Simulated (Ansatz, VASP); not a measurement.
# One calculation of Ti3Al, two programs

```
Ti Al
1.0
     2.95627    0.00000    0.00000
    -1.47813    2.56020    0.00000
     0.00000    0.00000    9.06658
Ti Al
3 1
Direct
  0.66667 0.33333 0.00000
  0.33333 0.66667 0.73963
  0.33333 0.66667 0.26037
  0.66667 0.33333 0.50000
```

Alike in both runs: task single point; functional PBE; k mesh 15 × 15 × 6; occupations gaussian, width 0.15 eV; no spin polarisation.

```csv
,VASP,Ansatz
version,VASP 6.6.1,Ansatz 0.2.0
potentials or method,"VASP PAW PBE potentials, release 64 (Ti_sv, Al), cutoff 520 eV","scalar-relativistic, plane waves, PAW"
valence electrons in the cell,39,39
```

VASP gave:

| Property | Result |
| --- | --- |
| gap on the k mesh at the Fermi level (eV) | none |
| pressure (GPa) | 0.4 |
| traceless stress, the component that is largest in VASP (GPa) | 3.77 |
| rms of the force components (eV/Å) | 0.350 |

Task: Which values does Ansatz return?

Result: gap on the k mesh at the Fermi level (eV): none; pressure (GPa): 0.5; traceless stress, the component that is largest in VASP (GPa): 3.75; rms of the force components (eV/Å): 0.347.

Atom by atom the forces differ by 0.004 eV/Å (rms over components). A gap of «none» marks a metal or a gap that the smearing closes.
